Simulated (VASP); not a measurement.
# MoS2 (C2/m) in VASP: notebook, part 2 of 3

VASP 6.6.1.

## (3) Relaxation of cell and atoms, PBEsol

INCAR reads:

```
  PREC = Accurate
  ENCUT = 600
  EDIFF = 1E-7
  ISMEAR = -1
  SIGMA = 0.05
  LREAL = F
  LASPH = T
  NELM = 80
  ALGO = Normal
  ISIF = 3
  LWAVE = F
  LCHARG = F
  GGA = PS
  IBRION = 2
  NSW = 80
  EDIFFG = -0.01
```

KPOINTS reads:

```
regular mesh
0
Gamma
  6 6 5
```

POSCAR reads:

```
MoS2
1.0
    3.1479925200     -1.9297820300      0.0000000000
    3.1479925200      1.9297820300      0.0000000000
   -0.0030992400      0.0000000000      4.4393295900
Mo S
1 2
Direct
    0.0000000000      0.0000000000      0.0000000000
    0.6879000000      0.6879000000      0.2889000000
    0.3121000000      0.3121000000      0.7111000000
```

Potentials or basis: VASP PAW PBE potentials, release 64 (Mo_sv, S).

Run with:

```sh
$ cat potpaw_PBE.64/Mo_sv/POTCAR potpaw_PBE.64/S/POTCAR > POTCAR
$ mpirun -np 1 vasp_std > vasp.out
```

Run time: 30 min. Hardware: 1 thread of Intel Xeon 8259CL, shared host; peak memory 0.24 GiB.

Results (log left out):

```yaml
Free_energy: -22.6294 eV
Relaxed_volume: 17.57 Å³/atom
Relaxed_cell: a = 3.153 Å, b = 3.153 Å, c = 6.125 Å, α = 90.12°, β = 90.12°, γ = 59.99°
Space_group_after_relaxing_to_0.1_Å: P-3m1 (No. 164)
Energy_gained_by_relaxing: 657.9 meV/atom
Ionic_steps: 40
Pressure_after_relaxing: 0.1 GPa
Largest_force_after_relaxing: 0.006 eV/Å
Band_gap_on_the_k_mesh: zero (bands 13 and 14 overlap by 1.02 eV)
```

Forces in eV/Å, atoms in the order of the input:
```
Mo   0.000  0.000  0.000
S   -0.004  0.000  0.003
S    0.004  0.000 -0.003
```

Step by step:
| step | energy change (eV) | largest force (eV/Å) | pressure (GPa) | volume (Å³) |
| --- | --- | --- | --- | --- |
| 1 | 0.0000 | 1.1825 | -8.29 | 53.94 |
| 2 | -1.1169 | 1.2678 | 11.31 | 46.53 |
| 3 | -1.1172 | 1.4257 | 13.20 | 46.14 |
| 4 | -1.6949 | 0.7425 | 6.35 | 47.14 |
| 5 | -1.7605 | 0.8151 | 3.26 | 47.47 |
| 6 | -1.8858 | 0.8021 | -2.14 | 48.86 |
| 7 | -1.8865 | 0.7732 | -1.85 | 48.76 |
| 8 | -1.9115 | 0.3020 | 2.25 | 48.20 |
| 9 | -1.9116 | 0.3120 | 2.08 | 48.23 |
| 10 | -1.9299 | 0.1914 | 1.44 | 48.84 |
| 11 | -1.9366 | 0.0589 | 0.88 | 49.50 |
| 12 | -1.9462 | 0.2010 | -0.82 | 50.31 |
| 13 | -1.9478 | 0.2871 | -1.81 | 50.81 |
| 14 | -1.9544 | 0.2285 | -1.29 | 50.89 |
| 15 | -1.9634 | 0.1538 | 0.18 | 51.09 |
| 16 | -1.9638 | 0.1737 | 0.62 | 51.14 |
| 17 | -1.9692 | 0.0485 | 0.48 | 51.45 |
| 18 | -1.9702 | 0.0701 | 0.41 | 51.69 |
| 19 | -1.9702 | 0.0583 | 0.41 | 51.66 |
| 20 | -1.9713 | 0.0608 | -0.19 | 51.92 |
| 21 | -1.9714 | 0.0946 | -0.53 | 52.07 |
| 22 | -1.9723 | 0.0673 | -0.29 | 52.10 |
| 23 | -1.9725 | 0.0644 | -0.13 | 52.12 |
| 24 | -1.9728 | 0.0195 | 0.20 | 52.07 |
| 25 | -1.9728 | 0.0153 | 0.23 | 52.07 |
| 26 | -1.9729 | 0.0163 | 0.10 | 52.15 |
| 27 | -1.9730 | 0.0266 | 0.01 | 52.19 |
| 28 | -1.9731 | 0.0299 | -0.06 | 52.25 |
| 29 | -1.9732 | 0.0447 | -0.27 | 52.43 |
| 30 | -1.9733 | 0.0342 | -0.20 | 52.44 |
| 31 | -1.9734 | 0.0156 | -0.02 | 52.46 |
| 32 | -1.9733 | 0.0492 | 0.34 | 52.49 |
| 33 | -1.9734 | 0.0174 | 0.08 | 52.47 |
| 34 | -1.9735 | 0.0126 | 0.10 | 52.49 |
| 35 | -1.9736 | 0.0229 | 0.14 | 52.57 |
| 36 | -1.9737 | 0.0118 | -0.02 | 52.65 |
| 37 | -1.9738 | 0.0219 | -0.15 | 52.72 |
| 38 | -1.9738 | 0.0164 | -0.10 | 52.74 |
| 39 | -1.9738 | 0.0169 | -0.09 | 52.75 |
| 40 | -1.9738 | 0.0056 | 0.06 | 52.71 |

Final structure:
```
Mo S
1.0
     2.73006   -1.57594   -0.04160
     2.73006    1.57594   -0.04160
     0.07819    0.00000    6.12483
Mo S
1 2
Cartesian
  0.0000 0.0000 0.0000
  3.6647 0.0000 1.5206
  1.8736 0.0000 4.5210
```

Levels at points of the mesh, in eV from the Fermi level:
| k point | band 11 | band 12 | band 13 | band 14 | band 15 | band 16 |
| --- | --- | --- | --- | --- | --- | --- |
| (0.00, 0.00, 0.00) | -1.45 | -0.86 | -0.85 | -0.01 | 0.00 | 3.26 |
| (0.50, 0.00, 0.00) | -3.34 | -1.85 | -1.63 | 1.26 | 1.87 | 3.81 |
| (0.50, 0.50, 0.00) | -3.36 | -1.85 | -1.63 | 1.26 | 1.87 | 3.82 |

Caveat: a cell axis changed by over 15 % at a fixed basis, so the end point is rough; the PAW data sets were made with another functional, which shifts forces and pressure a little; this functional lacks dispersion, which binds the layers, so the pressure and a relaxed spacing across them are unreliable.

## (4) Relaxation of cell and atoms, LDA

INCAR, as its differences from that of step 3:

```diff
@@ -2,3 +2,3 @@
   ENCUT = 600
-  EDIFF = 1E-7
+  EDIFF = 1E-6
   ISMEAR = -1
@@ -12,3 +12,2 @@
   LCHARG = F
-  GGA = PS
   IBRION = 2
```

KPOINTS reads:

```
Automatic mesh
0
Gamma
  6 6 5
```

POSCAR is that of step 3.

Potentials or basis: VASP PAW LDA potentials, release 64 (Mo_sv, S).

Run with:

```sh
$ cat potpaw_LDA.64/Mo_sv/POTCAR potpaw_LDA.64/S/POTCAR > POTCAR
$ mpirun -np 1 vasp_std > vasp.out
```

It took 22 min on 1 thread of Intel Xeon 8259CL, shared host; peak memory 0.21 GiB.

Results (log left out):

```yaml
Free_energy: -23.6674 eV
Relaxed_volume: 16.59 Å³/atom
Relaxed_cell: a = 3.157 Å, b = 3.157 Å, c = 5.769 Å, α = 90.07°, β = 90.07°, γ = 59.98°
Space_group_after_relaxing_to_0.1_Å: P-3m1 (No. 164)
Energy_gained_by_relaxing: 667.6 meV/atom
Ionic_steps: 37
Pressure_after_relaxing: 0.0 GPa
Band_gap_on_the_k_mesh: zero (bands 13 and 14 overlap by 1.10 eV)
```

Forces on the atoms (eV/Å):
```
Mo   0.000  0.000  0.000
S   -0.002  0.000 -0.001
S    0.002  0.000  0.001
```

Stress tensor (GPa, compression positive):
```
-0.01  0.00  0.02
 0.00  0.09  0.00
 0.02  0.00 -0.01
```

Step by step:
```
step  energy change (eV)  largest force (eV/Å)  pressure (GPa)  volume (Å³)
   1              0.0000                1.2116          -10.57        53.94
   2             -1.0940                1.8594           17.24        44.73
   3             -1.1101                1.5837           13.61        45.42
   4             -1.7325                0.9043            7.87        45.95
   5             -1.6798                1.1318            5.68        45.86
   6             -1.7730                0.8721            6.41        45.96
   7             -1.8957                1.1172           -5.86        48.63
   8             -1.9239                0.7851           -2.77        47.78
   9             -1.9553                0.3148            2.05        47.01
  10             -1.9565                0.3386            1.28        47.13
  11             -1.9699                0.2359            1.12        47.47
  12             -1.9785                0.0647            1.01        48.03
  13             -1.9861                0.1962           -0.91        48.84
  14             -1.9866                0.2431           -1.53        49.11
  15             -1.9926                0.1851           -1.02        49.20
  16             -1.9982                0.1451           -0.01        49.36
  17             -1.9985                0.1618            0.33        49.41
  18             -2.0019                0.0403            0.22        49.61
  19             -2.0021                0.0319            0.22        49.66
  20             -2.0021                0.0320            0.21        49.66
  21             -2.0023                0.0187           -0.15        49.77
  22             -2.0023                0.0354           -0.30        49.81
  23             -2.0025                0.0357           -0.18        49.79
  24             -2.0025                0.0384           -0.12        49.78
  25             -2.0026                0.0170            0.09        49.73
  26             -2.0026                0.0174            0.08        49.73
  27             -2.0026                0.0129            0.07        49.75
  28             -2.0027                0.0016           -0.02        49.79
  29             -2.0027                0.0031           -0.05        49.80
  30             -2.0027                0.0105           -0.09        49.82
  31             -2.0027                0.0129           -0.11        49.83
  32             -2.0027                0.0168           -0.03        49.81
  33             -2.0028                0.0265            0.10        49.77
  34             -2.0028                0.0227            0.09        49.77
  35             -2.0028                0.0104            0.05        49.77
  36             -2.0028                0.0142            0.00        49.77
  37             -2.0029                0.0020            0.03        49.77
```

Final structure:
```xyz
3
Lattice="2.7336 -1.5778 -0.0360 2.7336 1.5778 -0.0360 0.0679 0.0000 5.7686" Properties=species:S:1:pos:R:3 pbc="T T T"
Mo    0.0000    0.0000    0.0000
S     3.6656    0.0000    1.5077
S     1.8696    0.0000    4.1889
```

Levels at points of the mesh, in eV from the Fermi level:
| k point | band 10 | band 11 | band 12 | band 13 | band 14 | band 15 | band 16 | band 17 |
| --- | --- | --- | --- | --- | --- | --- | --- | --- |
| (0.00, 0.00, 0.00) | -1.47 | -1.14 | -0.95 | -0.95 | -0.08 | -0.07 | 3.10 | 3.11 |
| (0.50, 0.00, 0.00) | -4.10 | -3.61 | -1.87 | -1.75 | 1.15 | 1.83 | 3.70 | 3.99 |
| (0.50, 0.50, 0.00) | -4.09 | -3.62 | -1.87 | -1.74 | 1.15 | 1.83 | 3.70 | 4.00 |

Caveat: a cell axis changed by over 15 % at a fixed basis, so the end point is rough.

## (5) Single point, PBE

INCAR reads:

```
SYSTEM = MoS2
  PREC = Accurate
  ENCUT = 520
  EDIFF = 1E-6
  ISMEAR = -1
  SIGMA = 0.03
  LREAL = .False.
  LASPH = .True.
  NELM = 60
  ALGO = Normal
  ISIF = 2
  LWAVE = .False.
  LCHARG = .False.
  GGA = PE
  NBANDS = 20
```

KPOINTS reads:

```
regular mesh
0
Gamma
  5 5 4
  0 0 0
```

POSCAR is that of step 4.

Potentials or basis: VASP PAW PBE potentials, release 64 (Mo_sv, S).

Run with:

```sh
$ cat potpaw_PBE.64/Mo_sv/POTCAR potpaw_PBE.64/S/POTCAR > POTCAR
$ mpirun -np 1 vasp_std > vasp.out
```

OUTCAR:

```text
SYSTEM = MoS2
   PREC = Accurate
   ENCUT = 520
   EDIFF = 1E-6
   ISMEAR = -1
   LREAL = .False.
   LASPH = .True.
   NELM = 60
   ISIF = 2
   GGA = PE

 ion  position               nearest neighbor table
   1  0.000  0.000  0.000-   2 2.35   3 2.35   2 2.60   2 2.60   3 2.60   3 2.60
   2  0.688  0.688  0.289-   1 2.35   1 2.60   1 2.60
   3  0.312  0.312  0.711-   1 2.35   1 2.60   1 2.60

  LATTYP: Found a base centered monoclinic cell.
 ALAT       =     6.2959850400
 B/A-ratio  =     0.6130198905
 C/A-ratio  =     0.7051050223
 COS(beta)  =    -0.0006981323

  Lattice vectors:

 A1 = (   3.1479925200,  -1.9297820300,   0.0000000000)
 A2 = (   3.1479925200,   1.9297820300,   0.0000000000)
 A3 = (  -0.0030992400,   0.0000000000,   4.4393295900)

Analysis of symmetry for initial positions (statically):
=====================================================================
 Subroutine PRICEL returns:
 Original cell was already a primitive cell.

 Routine SETGRP: Setting up the symmetry group for a
 base centered monoclinic supercell.

 Subroutine GETGRP returns: Found  4 space group operations
 (whereof  4 operations were pure point group operations)
 out of a pool of  4 trial point group operations.

The static configuration has the point symmetry C_2h.

Analysis of symmetry for dynamics (positions and initial velocities):
=====================================================================
 Subroutine PRICEL returns:
 Original cell was already a primitive cell.

 Routine SETGRP: Setting up the symmetry group for a
 base centered monoclinic supercell.

 Subroutine GETGRP returns: Found  4 space group operations
 (whereof  4 operations were pure point group operations)
 out of a pool of  4 trial point group operations.

The dynamic configuration has the point symmetry C_2h.

 Subroutine INISYM returns: Found  4 space group operations
 (whereof  4 operations are pure point group operations),
 and found     1 'primitive' translations

----------------------------------------------------------------------------------------
[... 114 lines left out ...]
     AMIX     =   0.40;   BMIX     =  1.00
     AMIX_MAG =   1.60;   BMIX_MAG =  1.00
  volume/ion in A,a.u.               =      17.98       121.33
  Fermi-wavevector in a.u.,A,eV,Ry     =   1.283619  2.425688 22.418020  1.647678
  Thomas-Fermi vector in A             =   2.415861
   LORBIT       =      0    0 simple, 1 ext, 2 COOP (PROOUT), +10 PAW based schemes
   GGA     = PE    functional components
   LHFCALC =     F    Hartree Fock is set to
   AEXX    =    0.0000 exact exchange contribution
   IVDW    =     0    specifies the selected vdW correction
   LEPSILON=     F    determine dielectric tensor
   LRPA    =     F    only Hartree local field effects (RPA)
 non-spin polarized calculation
  energy-cutoff  :      520.00
  volume of cell :       53.94
 maximum number of plane-waves:      1468
   NGX = 13   NGY = 13   NGZ = 17

 number of electron      26.0000001 magnetization

 Free energy of the ion-electron system (eV)
  ---------------------------------------------------
  ext. energy  EPLUGINS =         0.00000000
  ---------------------------------------------------
  free energy    TOTEN  =       -19.14724329 eV

  energy without entropy =      -19.13628004  energy(sigma->0) =      -19.14176167

 E-fermi :   7.5045     XC(G=0): -11.0133

 val. band max:        7.4780727522   @ k =   0.2000   0.0000   0.0000
 cond. band min:       7.5490643951   @ k =  -0.2000   0.2000   0.5000
 fundamental gap:      0.0709916428
 Fermi energy:         7.5044974815

 k-point     1 :       0.0000    0.0000    0.0000
  band No.  band energies     occupation
      1     -54.0328      2.00000
      2     -28.2721      2.00000
      3     -28.0789      2.00000
      4     -27.9037      2.00000
      5      -7.2760      2.00000
      6      -3.7954      2.00000
[... 541 lines left out ...]
     19      14.6935      0.00000
     20      16.1229      0.00000

 [... further k-points ...]

------------------------ aborting loop because EDIFF is reached ----------------------------------------

  FORCE on cell =-STRESS in cart. coord.  units (eV):
  Direction    XX          YY          ZZ          XY          YZ          ZX
  --------------------------------------------------------------------------------------
  -------------------------------------------------------------------------------------
  Total       -3.3892238     -5.2913728      4.8398294      0.0000000      0.0000000     -2.7238574
  in kB     -100.6749675   -157.1772205    143.7643816      0.0000000      0.0000000    -80.9106374
  external PRESSURE =     -38.0292688 kB  Pullay stress =       0.0000000 kB

 VOLUME and BASIS-vectors are now :
 -----------------------------------------------------------------------------
  energy-cutoff  :      520.00
  volume of cell :       53.94
      direct lattice vectors                 reciprocal lattice vectors
     3.147992520 -1.929782030  0.000000000     0.158831381 -0.259096619  0.000110885
     3.147992520  1.929782030  0.000000000     0.158831381  0.259096619  0.000110885
    -0.003099240  0.000000000  4.439329590     0.000000000  0.000000000  0.225259238

 POSITION                                       TOTAL-FORCE (eV/Angst)
 -----------------------------------------------------------------------------------
      0.00000      0.00000      0.00000         0.000000      0.000000      0.000000
      4.33011      0.00000      1.28252        -1.065509      0.000000     -0.733618
      1.96277      0.00000      3.15681         1.065509      0.000000      0.733618
 -----------------------------------------------------------------------------------
    total drift:                               -0.000000      0.000000      0.000000

  FREE ENERGIE OF THE ION-ELECTRON SYSTEM (eV)
  ---------------------------------------------------
  free  energy   TOTEN  =       -19.1472432929 eV

  energy  without entropy=      -19.1362800378  energy(sigma->0) =      -19.14176167
```

Run time: 41 s. Hardware: 1 thread of Intel Xeon 8259CL, shared host; peak memory 0.19 GiB.

Results:

```yaml
Free_energy: -19.1472 eV
Pressure: -3.8 GPa
Largest_force: 1.294 eV/Å
Band_gap_on_the_k_mesh: zero (bands 13 and 14 overlap by 0.88 eV)
```

Forces in eV/Å, atoms in the order of the input:
```
Mo   0.000  0.000  0.000
S   -1.066  0.000 -0.734
S    1.066  0.000  0.734
```

Caveat: the k points lie up to 0.38 Å⁻¹ apart, too coarse for converged energies and pressures of a metal; forces of over 1 eV/Å act on the atoms, so gaps and moduli don't describe the material at rest.

(Continued in part 3 of 3.)
